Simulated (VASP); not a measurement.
# InAs: single point with PBE

Crystal: InAs.

```xyz
2
Lattice="0.0000 3.1238 3.1238 3.1238 0.0000 3.1238 3.1238 3.1238 0.0000" Properties=species:S:1:pos:R:3 pbc="T T T"
In    0.0000    0.0000    0.0000
As    1.5619    1.5619    1.5619
```

This cell differs from its parent crystal: volume scaled by 1.03.

```yaml
Program: VASP 6.6.1
Task: single point
Functional: PBE
Potentials_or_basis: VASP PAW PBE potentials, release 64 (In_d, As)
Cutoff: 520 eV
k_mesh: 12 × 12 × 12
Occupations: gaussian, width 0.1 eV
Spin: no spin polarisation
Dipole_correction: no
Further_INCAR_settings: ALGO = Normal; EDIFF = 1e-06; NBANDS = 16
```

```yaml
Pressure: -1.3 GPa
Band_gap_on_the_k_mesh: zero (filled and empty bands touch)
```

Levels at points of the mesh, in eV from the Fermi level:
```
           k point  band 7  band 8  band 9  band 10  band 11  band 12
(0.00, 0.00, 0.00)   -0.76   -0.07   -0.07    -0.07     3.79     3.79
(0.50, 0.00, 0.00)   -5.37   -0.92   -0.92     0.68     4.54     4.54
(0.50, 0.50, 0.00)   -5.51   -2.08   -2.08     1.63     1.96     8.51
```

It took 66 s on 1 thread of Intel(R) Xeon(R) Platinum 8259CL CPU @ 2.50GHz (Skylake/Cascade Lake), with other jobs on the host, peak memory 0.24 GiB.

Caveat: spin-orbit coupling is left out, which moves the levels of the heavy elements.
